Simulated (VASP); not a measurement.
BaZrO3: single point with revPBE+U

The system is BaZrO3.

```
CELL_PARAMETERS angstrom
4.22839 0.00000 0.00000
0.00000 4.22839 0.00000
0.00000 0.00000 4.22839
ATOMIC_POSITIONS crystal
Ba 0.00000 0.00000 0.00000
Zr 0.50000 0.50000 0.50000
O 0.00000 0.50000 0.50000
O 0.50000 0.50000 0.00000
O 0.50000 0.00000 0.50000
```

```yaml
Program: VASP 6.6.1
Task: single point
Functional: revPBE
Potentials_or_basis: VASP PAW PBE potentials, release 64 (Ba_sv, Zr_sv, O)
Cutoff: 520 eV
k_mesh: 8 × 8 × 8
Occupations: gaussian, width 0.05 eV
Spin: no spin polarisation
Hubbard_terms: Zr d U = 4.0 eV
Dipole_correction: no
Further_INCAR_settings: ALGO = Normal; EDIFF = 1e-06; NBANDS = 28
```

| Item | Value |
| --- | --- |
| Pressure | 7.1 GPa |
| Band gap on the k mesh | 3.74 eV (least direct gap 4.05 eV) |

Levels at points of the mesh, in eV from the valence-band top:
```tsv
k point	band 16	band 17	band 18	band 19	band 20	band 21	band 22	band 23	band 24	band 25
(0.00, 0.00, 0.00)	-0.96	-0.96	-0.31	-0.31	-0.31	3.74	3.74	3.74	4.66	4.66
(0.50, 0.00, 0.00)	-1.62	-1.59	-1.59	-0.57	-0.57	4.29	6.22	6.22	6.37	6.58
(0.50, 0.50, 0.00)	-2.22	-0.98	-0.95	-0.95	-0.07	6.12	6.12	6.35	6.76	7.78
(0.50, 0.50, 0.50)	-2.41	-2.41	0.00	0.00	0.00	5.83	5.83	5.83	7.51	7.51
```

Eigenvalues of the final occupation matrices:
| site | spin | trace | eigenvalues |
| --- | --- | --- | --- |
| site 2 d | 1 | 0.62 | 0.08 0.08 0.08 0.20 0.20 |
| site 2 d | 2 | 0.62 | 0.08 0.08 0.08 0.20 0.20 |

It took 54 s on 1 thread of AMD EPYC 7R13 Processor (Zen 3) (shared host), peak memory 0.19 GiB.

Caveat: the cell stands under pressure; the PAW data sets were made with another functional, which shifts forces and pressure a little; spin-orbit coupling is left out, which moves the levels of the heavy elements. A k mesh can miss the band edges.
